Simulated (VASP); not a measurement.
# Rh (Fm-3m) in VASP: further runs, part 2 of 2

VASP 6.6.1. The steps go on from the part before.

## (3) Electric field gradients, PBE

This run uses another cell than the first one, of 13.78 Å³/atom.

The input, INCAR:

```
PREC     = Accurate       # precision mode
ENCUT    = 460            # plane-wave cutoff, eV
EDIFF    = 1E-8           # SCF threshold, eV
ISMEAR   = -1             # smearing method
SIGMA    = 0.05           # smearing width, eV
LREAL    = F              # projectors in reciprocal space
LASPH    = T              # aspherical terms in the spheres
NELM     = 120            # most SCF steps
ALGO     = Normal         # electronic algorithm
ISIF     = 2              # what is computed and relaxed
LWAVE    = F              # write WAVECAR
LCHARG   = F              # write CHGCAR
GGA      = PE             # functional
LEFG     = T            
NBANDS   = 14             # bands
GGA_COMPAT= F
```

The input, KPOINTS:

```
Automatic mesh
0
Gamma
  18 18 18
```

The input, POSCAR:

```
Rh
1.0
    0.0000000000      1.9029860865      1.9029860865
    1.9029860865      0.0000000000      1.9029860865
    1.9029860865      1.9029860865      0.0000000000
Rh
1
Direct
    0.0000000000      0.0000000000      0.0000000000
```

Potentials or basis: VASP PAW PBE potentials, release 64 (Rh_sv_GW).

Launch:

```console
> cat potpaw_PBE.64/Rh_sv_GW/POTCAR > POTCAR
> mpirun -np 1 vasp_std > vasp.out
```

OUTCAR:

```text
PREC = Accurate
   ENCUT = 460
   EDIFF = 1E-8
   ISMEAR = -1
   LREAL = F
   LASPH = T
   NELM = 120
   ISIF = 2
   GGA = PE

 ion  position               nearest neighbor table
   1  0.000  0.000  0.000-

  LATTYP: Found a face centered cubic cell.
 ALAT       =     3.8059721730

  Lattice vectors:

 A1 = (   0.0000000000,   1.9029860865,   1.9029860865)
 A2 = (   1.9029860865,   0.0000000000,   1.9029860865)
 A3 = (   1.9029860865,   1.9029860865,   0.0000000000)

Analysis of symmetry for initial positions (statically):
=====================================================================
 Subroutine PRICEL returns:
 Original cell was already a primitive cell.

 Routine SETGRP: Setting up the symmetry group for a
 face centered cubic supercell.

 Subroutine GETGRP returns: Found 48 space group operations
[... 587 lines left out ...]
  external PRESSURE =      18.8007579 kB  Pullay stress =       0.0000000 kB

 VOLUME and BASIS-vectors are now :
 -----------------------------------------------------------------------------
  energy-cutoff  :      460.00
  volume of cell :       13.78
      direct lattice vectors                 reciprocal lattice vectors
     0.000000000  1.902986086  1.902986086    -0.262744958  0.262744958  0.262744958
     1.902986086  0.000000000  1.902986086     0.262744958 -0.262744958  0.262744958
     1.902986086  1.902986086  0.000000000     0.262744958  0.262744958 -0.262744958

 POSITION                                       TOTAL-FORCE (eV/Angst)
 -----------------------------------------------------------------------------------
      0.00000      0.00000      0.00000        -0.000000      0.000000     -0.000000
 -----------------------------------------------------------------------------------
    total drift:                               -0.000000     -0.000000     -0.000000

  FREE ENERGIE OF THE ION-ELECTRON SYSTEM (eV)
  ---------------------------------------------------
  free  energy   TOTEN  =        -6.4097024819 eV

  energy  without entropy=       -6.3985930053  energy(sigma->0) =       -6.40414774

 Electric field gradients (V/A^2)
---------------------------------------------------------------------
 ion       V_xx      V_yy      V_zz      V_xy      V_xz      V_yz
---------------------------------------------------------------------
   1       0.000     0.000    -0.000    -0.001    -0.001    -0.001
---------------------------------------------------------------------

 Electric field gradients after diagonalization (V/A^2)
 (convention: |V_zz| > |V_xx| > |V_yy|)
----------------------------------------------------------------------
 ion       V_xx      V_yy      V_zz     asymmetry (V_yy - V_xx)/ V_zz
----------------------------------------------------------------------
   1       0.001     0.001    -0.003       0.000
----------------------------------------------------------------------

           NMR quadrupolar parameters

 Cq : quadrupolar parameter    Cq=e*Q*V_zz/h
 eta: asymmetry parameters     (V_yy - V_xx)/ V_zz
 Q  : nuclear electric quadrupole moment in mb (millibarn)
----------------------------------------------------------------------
 ion       Cq(MHz)       eta       Q (mb)
----------------------------------------------------------------------
   1      -0.000       0.000       1.000
----------------------------------------------------------------------
```

Run time: 41 s. Hardware: 1 thread of AMD EPYC 7R13 (Zen 3), shared host; peak memory 0.13 GiB.

What came out:

| Quantity | Value |
| --- | --- |
| Free energy | -6.4097 eV |
| Pressure | 1.9 GPa |
| Band gap on the k mesh | zero (an odd number of electrons rules out a gap without spin polarisation) |
| Largest electric field gradient by atom | under 0.05 V/Å² on every atom |

Levels at points of the mesh, in eV from the Fermi level:
| k point | band 4 | band 5 | band 6 | band 7 | band 8 | band 9 | band 10 | band 11 | band 12 | band 13 |
| --- | --- | --- | --- | --- | --- | --- | --- | --- | --- | --- |
| (0.00, 0.00, 0.00) | -46.36 | -7.95 | -3.07 | -3.07 | -3.07 | -1.00 | -1.00 | 15.79 | 21.12 | 21.12 |
| (0.50, 0.00, 0.00) | -46.46 | -6.11 | -3.15 | -3.15 | 0.56 | 0.56 | 0.73 | 8.61 | 15.33 | 21.00 |
| (0.50, 0.50, 0.00) | -46.63 | -6.30 | -5.93 | 0.53 | 0.98 | 0.98 | 3.26 | 12.23 | 13.25 | 13.25 |

## (4) Electric field gradients, PBEsol

This run uses another cell than the first one, of 13.78 Å³/atom.

The input, INCAR:

```
  PREC = Accurate
  ENCUT = 460
  EDIFF = 1E-8
  ISMEAR = -1
  SIGMA = 0.05
  LREAL = False
  LASPH = True
  NELM = 120
  ALGO = Normal
  ISIF = 2
  LWAVE = False
  LCHARG = False
  GGA = PS
  LEFG = True
  NBANDS = 14
  GGA_COMPAT = False
```

KPOINTS is that of step 3.

POSCAR is that of step 3.

Potentials or basis: VASP PAW PBE potentials, release 64 (Rh_sv_GW).

Launch:

```console
> cat potpaw_PBE.64/Rh_sv_GW/POTCAR > POTCAR
> mpirun -np 1 vasp_std > vasp.out
```

OUTCAR:

```text
PREC = Accurate
   ENCUT = 460
   EDIFF = 1E-8
   ISMEAR = -1
   LREAL = False
   LASPH = True
   NELM = 120
   ISIF = 2
   GGA = PS

 ion  position               nearest neighbor table
   1  0.000  0.000  0.000-

  LATTYP: Found a face centered cubic cell.
 ALAT       =     3.8059721730

  Lattice vectors:

 A1 = (   0.0000000000,   1.9029860865,   1.9029860865)
 A2 = (   1.9029860865,   0.0000000000,   1.9029860865)
 A3 = (   1.9029860865,   1.9029860865,   0.0000000000)

Analysis of symmetry for initial positions (statically):
=====================================================================
 Subroutine PRICEL returns:
 Original cell was already a primitive cell.

 Routine SETGRP: Setting up the symmetry group for a
 face centered cubic supercell.
[... 588 lines left out ...]
  in kB      -86.7783821    -86.7783821    -86.7783821      0.0000000      0.0000000      0.0000000
  external PRESSURE =     -86.7783821 kB  Pullay stress =       0.0000000 kB

 VOLUME and BASIS-vectors are now :
 -----------------------------------------------------------------------------
  energy-cutoff  :      460.00
  volume of cell :       13.78
      direct lattice vectors                 reciprocal lattice vectors
     0.000000000  1.902986086  1.902986086    -0.262744958  0.262744958  0.262744958
     1.902986086  0.000000000  1.902986086     0.262744958 -0.262744958  0.262744958
     1.902986086  1.902986086  0.000000000     0.262744958  0.262744958 -0.262744958

 POSITION                                       TOTAL-FORCE (eV/Angst)
 -----------------------------------------------------------------------------------
      0.00000      0.00000      0.00000         0.000000      0.000000     -0.000000
 -----------------------------------------------------------------------------------
    total drift:                               -0.000000     -0.000000     -0.000000

  FREE ENERGIE OF THE ION-ELECTRON SYSTEM (eV)
  ---------------------------------------------------
  free  energy   TOTEN  =        -7.2939076630 eV

  energy  without entropy=       -7.2829411051  energy(sigma->0) =       -7.28842438

 Electric field gradients (V/A^2)
---------------------------------------------------------------------
 ion       V_xx      V_yy      V_zz      V_xy      V_xz      V_yz
---------------------------------------------------------------------
   1      -0.000     0.000    -0.000    -0.001    -0.001    -0.001
---------------------------------------------------------------------

 Electric field gradients after diagonalization (V/A^2)
 (convention: |V_zz| > |V_xx| > |V_yy|)
----------------------------------------------------------------------
 ion       V_xx      V_yy      V_zz     asymmetry (V_yy - V_xx)/ V_zz
----------------------------------------------------------------------
   1       0.001     0.001    -0.003       0.000
----------------------------------------------------------------------

           NMR quadrupolar parameters

 Cq : quadrupolar parameter    Cq=e*Q*V_zz/h
 eta: asymmetry parameters     (V_yy - V_xx)/ V_zz
 Q  : nuclear electric quadrupole moment in mb (millibarn)
----------------------------------------------------------------------
 ion       Cq(MHz)       eta       Q (mb)
----------------------------------------------------------------------
   1      -0.000       0.000       1.000
----------------------------------------------------------------------
```

Run time: 30 s. Hardware: 1 thread of AMD EPYC 7R13 (Zen 3), shared host; peak memory 0.13 GiB.

Results:

- Free energy: -7.2939 eV
- Pressure: -8.7 GPa
- Band gap on the k mesh: zero (an odd number of electrons rules out a gap without spin polarisation)
- Largest electric field gradient by atom: under 0.05 V/Å² on every atom

Caveat: the cell stands under tension; the PAW data sets were made with another functional, which shifts forces and pressure a little.

## (5) Overview

| level | potentials or basis | cell | gap on the mesh (eV) | pressure (GPa) |
| --- | --- | --- | --- | --- |
| LDA | VASP PAW LDA potentials, release 64 (Rh_sv_GW) | a = 2.637 Å, angles 60.0°, 1 atom | none | 4.3 |
| PBE | VASP PAW PBE potentials, release 64 (Rh_sv_GW) | a = 2.691 Å, angles 60.0°, 1 atom | none | 1.9 |
| PBEsol | VASP PAW PBE potentials, release 64 (Rh_sv_GW) | a = 2.691 Å, angles 60.0°, 1 atom | none | -8.7 |

Alike in all rows: task electric field gradients; no spin polarisation; k mesh 18 × 18 × 18; cutoff (eV) 460; smearing fermi-dirac 0.05 eV.

Caveats: the cell stands under pressure (at least some runs); the cell stands under tension (at least some runs); the PAW data sets were made with another functional, which shifts forces and pressure a little (at least some runs).

Absolute energies hang on the potentials; compare differences alone.
